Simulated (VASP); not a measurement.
# Pt (Fm-3m) in VASP: settings compared

Aim: see how the results for Pt move with the level of theory and the settings. Levels: PBE, revPBE+D3(BJ), PBEsol+D4, BLYP+D4. Tasks: single point.

Everything below comes from runs of VASP 6.6.1. Logs are shortened: lines on timing, memory, paths and dates and some standing lists are left out, and cuts for length are marked.

## 1. The cell of the first run

It takes space group Fm-3m (No. 225, cubic). Conventional cell: a = 3.922 Å, b = 3.922 Å, c = 3.922 Å, α = 90.00°, β = 90.00°, γ = 90.00°. Within 3.7 Å of Pt (site symmetry m-3m) lie 12 Pt at 2.77 Å.

## 2. Single point, PBE

Input file INCAR:

```
PREC = Accurate
ENCUT = 520
EDIFF = 1E-7
ISMEAR = -1
SIGMA = 0.04
LREAL = F
LASPH = T
NELM = 80
ALGO = Normal
ISIF = 2
LWAVE = F
LCHARG = F
GGA = PE
NBANDS = 11
```

Input file KPOINTS:

```
regular mesh
0
Gamma
  8 8 8
```

Input file POSCAR:

```
Pt
1.0
    0.0000000000      1.9609000000      1.9609000000
    1.9609000000      0.0000000000      1.9609000000
    1.9609000000      1.9609000000      0.0000000000
Pt
1
Direct
    0.0000000000      0.0000000000      0.0000000000
```

Potentials or basis: VASP PAW PBE potentials, release 64 (Pt).

The run is started by

```
> cat potpaw_PBE.64/Pt/POTCAR > POTCAR
> mpirun -np 1 vasp_std > vasp.out
```

OUTCAR:

```text
PREC = Accurate
   ENCUT = 520
   EDIFF = 1E-7
   ISMEAR = -1
   LREAL = F
   LASPH = T
   NELM = 80
   ISIF = 2
   GGA = PE

 ion  position               nearest neighbor table
   1  0.000  0.000  0.000-

  LATTYP: Found a face centered cubic cell.
 ALAT       =     3.9218000000

  Lattice vectors:

 A1 = (   0.0000000000,   1.9609000000,   1.9609000000)
 A2 = (   1.9609000000,   0.0000000000,   1.9609000000)
 A3 = (   1.9609000000,   1.9609000000,   0.0000000000)

Analysis of symmetry for initial positions (statically):
=====================================================================
 Subroutine PRICEL returns:
 Original cell was already a primitive cell.

 Routine SETGRP: Setting up the symmetry group for a
 face centered cubic supercell.

 Subroutine GETGRP returns: Found 48 space group operations
 (whereof 48 operations were pure point group operations)
 out of a pool of 48 trial point group operations.

The static configuration has the point symmetry O_h .

Analysis of symmetry for dynamics (positions and initial velocities):
=====================================================================
 Subroutine PRICEL returns:
 Original cell was already a primitive cell.

 Routine SETGRP: Setting up the symmetry group for a
 face centered cubic supercell.

 Subroutine GETGRP returns: Found 48 space group operations
 (whereof 48 operations were pure point group operations)
 out of a pool of 48 trial point group operations.

The dynamic configuration has the point symmetry O_h .

 Subroutine INISYM returns: Found 48 space group operations
 (whereof 48 operations are pure point group operations),
 and found     1 'primitive' translations

----------------------------------------------------------------------------------------

                                     Primitive cell

  volume of cell :      15.0798

  direct lattice vectors                    reciprocal lattice vectors
     0.000000000  1.960900000  1.960900000    -0.254984956  0.254984956  0.254984956
     1.960900000  0.000000000  1.960900000     0.254984956 -0.254984956  0.254984956
     1.960900000  1.960900000  0.000000000     0.254984956  0.254984956 -0.254984956

  length of vectors
     2.773131374  2.773131374  2.773131374     0.441646899  0.441646899  0.441646899

  position of ions in fractional coordinates (direct lattice)
     0.000000000  0.000000000  0.000000000

  ion indices of the primitive-cell ions
   primitive index   ion index
                 1           1

[... 71 lines left out ...]
   EDIFF  = 0.1E-06   stopping-criterion for ELM
   LREAL  =      F    real-space projection
   EDIFFG = 0.1E-05   stopping-criterion for IOM
   NSW    =      0    number of steps for IOM
   IBRION =     -1    ionic relax: 0-MD 1-quasi-New 2-CG
   NFREE  =      0    steps in history (QN), initial steepest desc. (CG)
   ISIF   =      2    stress and relaxation
   ISYM   =      2    0-nonsym 1-usesym 2-fastsym
   POTIM  = 0.5000    time-step for ionic-motion
   TEBEG  =    0.0;   TEEND  =   0.0 temperature during run
   PSTRESS=    0.0 pullay stress
   NELECT =      10.0000    total number of electrons
   NUPDOWN=      -1.0000    fix difference up-down
   EMIN   =  10.00;   EMAX   =-10.00  energy-range for DOS
   EFERMI =   0.00;   METHOD = LEGACY
   ISMEAR =    -1;   SIGMA  =   0.04  broadening in eV -4-tet -1-fermi 0-gaus
   EFERMI_NEDOS =   21; number of points for ismear=-14 and -15
   IALGO  =     38    algorithm
   IMIX   =      4    mixing-type and parameters
     AMIX     =   0.40;   BMIX     =  1.00
     AMIX_MAG =   1.60;   BMIX_MAG =  1.00
  volume/ion in A,a.u.               =      15.08       101.76
  Fermi-wavevector in a.u.,A,eV,Ry     =   1.427609  2.697791 27.729605  2.038068
  Thomas-Fermi vector in A             =   2.547760
   LORBIT       =      0    0 simple, 1 ext, 2 COOP (PROOUT), +10 PAW based schemes
   GGA     = PE    functional components
   LHFCALC =     F    Hartree Fock is set to
   AEXX    =    0.0000 exact exchange contribution
   IVDW    =     0    specifies the selected vdW correction
   LEPSILON=     F    determine dielectric tensor
   LRPA    =     F    only Hartree local field effects (RPA)
 non-spin polarized calculation
  energy-cutoff  :      520.00
  volume of cell :       15.08
 maximum number of plane-waves:       416
 NGX is ok and might be reduce to    24
   NGX = 11   NGY = 11   NGZ = 11

 number of electron      10.0000000 magnetization

 Free energy of the ion-electron system (eV)
  ---------------------------------------------------
  ext. energy  EPLUGINS =         0.00000000
  ---------------------------------------------------
  free energy    TOTEN  =        -6.07343120 eV

  energy without entropy =       -6.06383810  energy(sigma->0) =       -6.06863465

 E-fermi :  11.2003     XC(G=0): -13.4982

 val. band max:       11.0578368687   @ k =  -0.3750   0.3750   0.0000
 cond. band min:      11.2007673695   @ k =  -0.2500   0.1250   0.0000
 fundamental gap:      0.1429305008
 Fermi energy:        11.2002801279

 k-point     1 :       0.0000    0.0000    0.0000
  band No.  band energies     occupation
      1       1.0493      2.00000
      2       7.4495      2.00000
      3       7.4495      2.00000
      4       7.4495      2.00000
      5       9.5990      2.00000
      6       9.5990      2.00000
      7      25.9112      0.00000
      8      30.8754      0.00000
      9      30.8754      0.00000
     10      30.8754      0.00000
     11      36.2286      0.00000
[... 309 lines left out ...]
 k-point    24 :      -0.3750    0.2500    0.1250
  band No.  band energies     occupation
      1       5.2034      2.00000
      2       6.4252      2.00000
      3       7.7969      2.00000
      4       8.5481      2.00000
      5      11.0393      1.96492
      6      15.6791      0.00000
      7      16.7695      0.00000
      8      25.9891      0.00000
      9      26.3487      0.00000
     10      30.4335      0.00000
     11      37.4581      0.00000

 [... further k-points ...]
[... 5 lines left out ...]
  --------------------------------------------------------------------------------------
  -------------------------------------------------------------------------------------
  Total        0.8341646      0.8341646      0.8341646      0.0000000     -0.0000000     -0.0000000
  in kB       88.6269859     88.6269859     88.6269859      0.0000000     -0.0000000     -0.0000000
  external PRESSURE =      88.6269859 kB  Pullay stress =       0.0000000 kB

 VOLUME and BASIS-vectors are now :
 -----------------------------------------------------------------------------
  energy-cutoff  :      520.00
  volume of cell :       15.08
      direct lattice vectors                 reciprocal lattice vectors
     0.000000000  1.960900000  1.960900000    -0.254984956  0.254984956  0.254984956
     1.960900000  0.000000000  1.960900000     0.254984956 -0.254984956  0.254984956
     1.960900000  1.960900000  0.000000000     0.254984956  0.254984956 -0.254984956

 POSITION                                       TOTAL-FORCE (eV/Angst)
 -----------------------------------------------------------------------------------
      0.00000      0.00000      0.00000         0.000000      0.000000      0.000000
 -----------------------------------------------------------------------------------
    total drift:                               -0.000000      0.000000     -0.000000

  FREE ENERGIE OF THE ION-ELECTRON SYSTEM (eV)
  ---------------------------------------------------
  free  energy   TOTEN  =        -6.0734311971 eV

  energy  without entropy=       -6.0638381044  energy(sigma->0) =       -6.06863465
```

OSZICAR:

```text
N       E                     dE             d eps       ncg     rms          rms(c)
DAV:   1     0.400672584995E+02    0.40067E+02   -0.51013E+03   646   0.825E+02
DAV:   2    -0.585768550064E+01   -0.45925E+02   -0.43637E+02   748   0.179E+02
DAV:   3    -0.646772158644E+01   -0.61004E+00   -0.60822E+00   719   0.194E+01
DAV:   4    -0.646997788008E+01   -0.22563E-02   -0.22562E-02   731   0.139E+00
DAV:   5    -0.646999511535E+01   -0.17235E-04   -0.17234E-04   749   0.113E-01    0.129E+01
DAV:   6    -0.612087453590E+01    0.34912E+00   -0.75278E-01   689   0.705E+00    0.677E+00
DAV:   7    -0.607713303661E+01    0.43741E-01   -0.16001E-01   713   0.318E+00    0.246E+00
DAV:   8    -0.607368624916E+01    0.34468E-02   -0.63292E-03   704   0.690E-01    0.641E-01
DAV:   9    -0.607342885382E+01    0.25740E-03   -0.14665E-04   707   0.108E-01    0.599E-02
DAV:  10    -0.607343131486E+01   -0.24610E-05   -0.44199E-06   832   0.165E-02    0.573E-03
DAV:  11    -0.607343118244E+01    0.13242E-06   -0.34024E-08   566   0.174E-03    0.122E-03
DAV:  12    -0.607343119709E+01   -0.14642E-07   -0.32934E-09   388   0.393E-04
   1 F= -.60734312E+01 E0= -.60686347E+01  d E =-.959309E-02
```

stdout:

```text
POSCAR found type information on POSCAR Pt
 POSCAR found :  1 types and       1 ions
 scaLAPACK will be used
 LDA part: xc-table for (Slater+PW92), standard interpolation
 POSCAR, INCAR and KPOINTS ok, starting setup
 FFT: planning ... GRIDC
 FFT: planning ... GRID_SOFT
 FFT: planning ... GRID
 WAVECAR not read
 entering main loop
```

Wall time 2.6 s (1 thread of Intel Xeon 6975P-C (Granite Rapids), shared host); peak memory 0.14 GiB.

What came out:

| Property | Result |
| --- | --- |
| Free energy | -6.0734 eV |
| Pressure | 8.9 GPa |
| Band gap on the k mesh | zero (band 5 reaches 11.72 eV, above the bottom of band 6 at 9.50 eV) |

Caveat: spin-orbit coupling is left out, which moves the levels of the heavy elements.

## 3. Single point, revPBE+D3(BJ)

This run uses another cell than the first one, of 14.91 Å³/atom, 0.989 times its volume.

Input file INCAR:

```
  ALGO = Normal
  EDIFF = 1E-6
  ENCUT = 520
  GGA = RE
  ISIF = 2
  ISMEAR = -1
  IVDW = 12
  LASPH = T
  LCHARG = T
  LELF = T
  LREAL = F
  LVHAR = T
  LWAVE = F
  NBANDS = 11
  NELM = 100
  PREC = Accurate
  SIGMA = 0.05
```

Input file KPOINTS:

```
k-points
0
Gamma
  12 12 12
```

Input file POSCAR:

```
Pt
1.0
    0.0000000000      1.9535584969      1.9535584969
    1.9535584969      0.0000000000      1.9535584969
    1.9535584969      1.9535584969      0.0000000000
Pt
1
Direct
    0.0000000000      0.0000000000      0.0000000000
```

Potentials or basis: VASP PAW PBE potentials, release 64 (Pt).

The run is started by

```
> cat potpaw_PBE.64/Pt/POTCAR > POTCAR
> mpirun -np 1 vasp_std > vasp.out
```

Wall time 4.3 s (1 thread of Intel Xeon 6975P-C (Granite Rapids), shared host); peak memory 0.15 GiB.

It converged, with:

| Property | Result |
| --- | --- |
| Free energy | -7.0333 eV |
| Pressure | -0.5 GPa |
| Band gap on the k mesh | zero (band 5 reaches 12.06 eV, above the bottom of band 6 at 9.78 eV) |
| Dispersion energy per atom | -1.488 eV |

Levels at points of the mesh, in eV from the Fermi level:
```
           k point  band 1  band 2  band 3  band 4  band 5  band 6  band 7  band 8  band 9  band 10
(0.00, 0.00, 0.00)  -10.35   -3.87   -3.87   -3.87   -1.68   -1.68   14.56   19.61   19.61    19.61
(0.50, 0.00, 0.00)   -7.45   -3.94   -3.94   -0.53    0.03    0.03    5.93   14.14   19.05    19.05
(0.50, 0.50, 0.00)   -7.22   -6.75   -0.01    0.49    0.49    1.75    9.01   11.42   11.42    20.27
```

Caveat: the PAW data sets were made with another functional, which shifts forces and pressure a little; spin-orbit coupling is left out, which moves the levels of the heavy elements; pairwise dispersion overbinds metals, which lowers pressure and volume.

## 4. Single point, PBEsol+D4

This run uses another cell than the first one, of 14.82 Å³/atom, 0.983 times its volume.

Input file INCAR:

```
PREC = Accurate
ENCUT = 520
EDIFF = 1E-7
ISMEAR = -1
SIGMA = 0.05
LREAL = F
LASPH = T
NELM = 100
ALGO = Normal
ISIF = 2
LWAVE = F
LCHARG = F
GGA = PS
IVDW = 13
NBANDS = 11
```

Input file KPOINTS:

```
Automatic mesh
0
Gamma
  12 12 12
```

Input file POSCAR:

```
Pt
1.0
    0.0000000000      1.9496808677      1.9496808677
    1.9496808677      0.0000000000      1.9496808677
    1.9496808677      1.9496808677      0.0000000000
Pt
1
Direct
    0.0000000000      0.0000000000      0.0000000000
```

The run is started by

```
> cat potpaw_PBE.64/Pt/POTCAR > POTCAR
> mpirun -np 1 vasp_std > vasp.out
```

It took 4.7 s on 1 thread of Intel Xeon 6975P-C (Granite Rapids), shared host; peak memory 0.14 GiB.

It converged, with:

| Property | Result |
| --- | --- |
| Free energy | -7.4284 eV |
| Pressure | -0.4 GPa |
| Band gap on the k mesh | zero (band 5 reaches 11.96 eV, above the bottom of band 6 at 9.66 eV) |
| Dispersion energy per atom | -0.458 eV |

Levels at points of the mesh, in eV from the Fermi level:
```
           k point  band 3  band 4  band 5  band 6  band 7  band 8
(0.00, 0.00, 0.00)   -3.93   -3.93   -1.69   -1.69   14.55   19.60
(0.50, 0.00, 0.00)   -4.00   -0.65    0.03    0.03    5.92   14.10
(0.50, 0.50, 0.00)    0.01    0.50    0.50    1.65    9.00   11.36
```

Caveat: the PAW data sets were made with another functional, which shifts forces and pressure a little; spin-orbit coupling is left out, which moves the levels of the heavy elements; pairwise dispersion overbinds metals, which lowers pressure and volume.

(Part 1 of 2 ends here.)
